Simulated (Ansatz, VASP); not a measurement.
Pd in VASP and in Ansatz

The input INCAR:

```
  PREC = Accurate
  ENCUT = 520
  EDIFF = 1E-6
  ISMEAR = -1
  SIGMA = 0.05
  LREAL = F
  LASPH = T
  NELM = 100
  ALGO = Normal
  ISIF = 2
  LWAVE = F
  LCHARG = F
  GGA = PE
  NBANDS = 11
```

The input KPOINTS:

```
regular mesh
0
Gamma
  18 18 18
```

POSCAR

```
Pd
1.0
   -0.0583470000      1.9157265000      1.9157265000
    1.9157265000     -0.0583470000      1.9157265000
    1.9157265000      1.9157265000     -0.0583470000
Pd
1
Direct
    0.0000000000      0.0000000000      0.0000000000
```

Input for Ansatz:

```yaml
crystal:
  lattice:
    - [-0.058347, 1.9157265, 1.9157265]
    - [1.9157265, -0.058347, 1.9157265]
    - [1.9157265, 1.9157265, -0.058347]
  atoms:
    - { symbol: Pd, position: [0.0, 0.0, 0.0] }
kpoints:
  mp_grid: { grid: [18, 18, 18] }
  band_path:
    path:
      - [0.0, 0.0, 0.0]
      - [0.5, 0.5, 0.5]
      - [0.2579113083, 0.5, 0.7420886917]
      - [-0.2579113083, 0.2579113083, 0.5]
      - [0.0, 0.0, 0.5]
      - [0.0, 0.0, 0.0]
      - [-0.3789556542, 0.0, 0.3789556542]
      - [0.0, 0.3789556542, 0.6210443458]
      - [0.0, 0.5, 0.5]
    npoints: 5
scf:
  occupations: { method: fermi_dirac, width: 0.05 }
hamiltonian:
  xc: pbe
  pseudopotentials: { kind: all_electron, lapw: { basis_error: 0.00025 } }
output:
  forces: true
  stress: true
  eigenvalues: true
```

Change from the starting cell: equal xy, yz and zx shear strains of -3 %.

Alike in both runs: task single point; functional PBE; k mesh 18 × 18 × 18; occupations fermi-dirac, width 0.05 eV; no spin polarisation.

```csv
,VASP,Ansatz
version,VASP 6.6.1,Ansatz 0.2.0
potentials or method,"VASP PAW PBE potentials, release 64 (Pd), cutoff 520 eV","all-electron LAPW, scalar-relativistic"
```

|  | VASP | Ansatz | Ansatz less VASP |
| --- | --- | --- | --- |
| pressure (GPa) | 7.8 | 8.1 | +0.26 |
| traceless stress, the component that is largest in VASP (GPa) | 2.36 | 2.37 | +0.009 |

Ansatz ran all-electron here, and VASP with PAW potentials.
